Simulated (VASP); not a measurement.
Wanted: the native input for a VASP 6.6.1 run.

```yaml
Task: electric field gradients
Functional: LDA
Potentials_or_basis: VASP PAW LDA potentials, release 64 (Re, Os)
Cutoff: 520 eV
k_mesh: 12 × 12 × 7
Occupations: fermi-dirac, width 0.05 eV
Spin: no spin polarisation
Dipole_correction: no
Further_INCAR_settings: ALGO = Normal; EDIFF = 1e-08; NBANDS = 14
```

The structure of ReOs lies in POSCAR:

```
ReOs
1.0
    2.7573303527      0.0000000000      0.0000000000
   -1.3786651764      2.3879181321      0.0000000000
    0.0000000000      0.0000000000      4.3824281800
Re Os
1 1
Direct
    0.6666666667      0.3333333333      0.5000000000
    0.0000000000      0.0000000000      0.0000000000
```

These files were run (other wordings do the same):

INCAR

```
SYSTEM = ReOs
  PREC = Accurate
  ENCUT = 520
  EDIFF = 1E-8
  ISMEAR = -1
  SIGMA = 0.05
  LREAL = .FALSE.
  LASPH = .TRUE.
  NELM = 100
  ALGO = Normal
  ISIF = 2
  LWAVE = .FALSE.
  LCHARG = .FALSE.
  LEFG = .TRUE.
  NBANDS = 14
```

KPOINTS

```
Automatic mesh
0
G
  12 12 7
  0 0 0
```

Potentials or basis: VASP PAW LDA potentials, release 64 (Re, Os).

Command:

```console
$ cat potpaw_LDA.64/Re/POTCAR potpaw_LDA.64/Os/POTCAR > POTCAR
$ mpirun -np 1 vasp_std > vasp.out
```

Results of the run:

```
Pressure                                : -11.8 GPa
Band gap on the k mesh                  : zero (an odd number of electrons rules out a gap without spin polarisation)
Largest electric field gradient by atom : Re -59.4; Os -144.4 V/Å²
```

Caveat: the cell stands under tension; without QUAD_EFG the Cq values of the log hold for a quadrupole moment of 1 mb, not for the nuclei; spin-orbit coupling is left out, which moves the levels of the heavy elements.

Wall time 46 s on 1 thread of Intel Xeon 8259CL, with other jobs on the host, peak memory 0.17 GiB.
